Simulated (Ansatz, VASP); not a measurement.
## One calculation of Bi, two programs

```xyz
2
Lattice="2.2675 1.3091 3.9380 -2.2675 1.3091 3.9380 0.0000 -2.6183 3.9380" Properties=species:S:1:pos:R:3 pbc="T T T"
Bi    0.0000    0.0000    2.7645
Bi    0.0000    0.0000    9.0495
```

Alike in both runs: task single point; functional LDA; k mesh 9 × 9 × 9; occupations gaussian, width 0.05 eV; no spin polarisation.

|  | VASP | Ansatz |
| --- | --- | --- |
| version | VASP 6.6.1 | Ansatz 0.2.0 |
| potentials or method | VASP PAW LDA potentials, release 64 (Bi_d), cutoff 520 eV | scalar-relativistic, plane waves, PAW |
| valence electrons in the cell | 30 | 30 |

```tsv
	VASP	Ansatz	Ansatz less VASP
gap on the k mesh at the Fermi level (eV)	0.02	0.02	-0.003
pressure (GPa)	-1.4	-1.5	-0.08
rms of the force components (eV/Å)	0.048	0.035	-0.0128
```

LDA's correlation is that of Perdew and Zunger in VASP and of Perdew and Wang (1992) in Ansatz. Atom by atom the forces differ by 0.013 eV/Å (rms over components).

Neither program's run includes spin-orbit coupling.
